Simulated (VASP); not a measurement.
Here is a VASP 6.6.1 calculation.

File INCAR:

```
SYSTEM = Si
  PREC = Accurate
  ENCUT = 450
  EDIFF = 1E-7
  ISMEAR = 0
  SIGMA = 0.02
  LREAL = .False.
  LASPH = .True.
  NELM = 120
  ALGO = Normal
  ISIF = 2
  LWAVE = .False.
  LCHARG = .False.
  GGA = PE
  IBRION = 2
  NSW = 80
  EDIFFG = -0.03
  GGA_COMPAT = .False.
  NELMIN = 4
```

KPOINTS

```
Automatic mesh
0
Gamma
  2 2 2
  0 0 0
```

Contents of POSCAR:

```
Si
1.0
    0.0000000000      5.4300000000      5.4300000000
    5.4300000000      0.0000000000      5.4300000000
    5.4300000000      5.4300000000      0.0000000000
Si
17
Direct
    0.0000000000      0.0000000000      0.0000000000
    0.1250000000      0.1250000000      0.1250000000
    0.0000000000      0.0000000000      0.5000000000
    0.1250000000      0.1250000000      0.6250000000
    0.0000000000      0.5000000000      0.0000000000
    0.1250000000      0.6250000000      0.1250000000
    0.0000000000      0.5000000000      0.5000000000
    0.1250000000      0.6250000000      0.6250000000
    0.5000000000      0.0000000000      0.0000000000
    0.6250000000      0.1250000000      0.1250000000
    0.5000000000      0.0000000000      0.5000000000
    0.6250000000      0.1250000000      0.6250000000
    0.5000000000      0.5000000000      0.0000000000
    0.6250000000      0.6250000000      0.1250000000
    0.5000000000      0.5000000000      0.5000000000
    0.6250000000      0.6250000000      0.6250000000
    1.2544023300      0.2520895100      0.2441091600
```

Potentials or basis: VASP PAW PBE potentials, release 64 (Si).

Command:

```console
$ cat potpaw_PBE.64/Si/POTCAR > POTCAR
$ mpirun -np 1 vasp_std > vasp.out
```

(1) What does it give for the band gap on the k mesh?

(2) Predict the energy gained by relaxing.

Answers

(1) zero (bands 34 and 35 overlap by 0.25 eV).

(2) 7.5 meV/atom.

Caveat: the k points lie up to 0.50 Å⁻¹ apart.
